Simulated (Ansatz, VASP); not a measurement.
**Sc3W in VASP and in Ansatz**

```
Sc W
1.0
     0.00000    3.44294    3.44294
     3.44294    0.00000    3.44294
     3.44294    3.44294    0.00000
Sc W
3 1
Direct
  0.25000 0.25000 0.25000
  0.75000 0.75000 0.75000
  0.50000 0.50000 0.50000
  0.00000 0.00000 0.00000
```

Change from the starting cell: species swapped into the LuAg3 type (Fm-3m, No. 225).

Alike in both runs: functional PBE; k mesh 12 × 12 × 12; occupations gaussian, width 0.1 eV; no spin polarisation.

Ansatz relaxed the structure, and its values are those at the end. VASP's run is a single point on that final structure, the one shown.

|  | VASP | Ansatz |
| --- | --- | --- |
| version | VASP 6.6.1 | Ansatz 0.2.0 |
| potentials or method | VASP PAW PBE potentials, release 64 (Sc_sv, W_sv), cutoff 520 eV | scalar-relativistic, plane waves, PAW |
| valence electrons in the cell | 47 | 47 |

VASP gave:

```
gap on the k mesh at the Fermi level (eV) : none
pressure (GPa)                            : 0.1
```

Estimate Ansatz's values.

gap on the k mesh at the Fermi level (eV): none; pressure (GPa): 0.0.

A gap of «none» marks a metal or a gap that the smearing closes.

Neither program's run includes spin-orbit coupling.
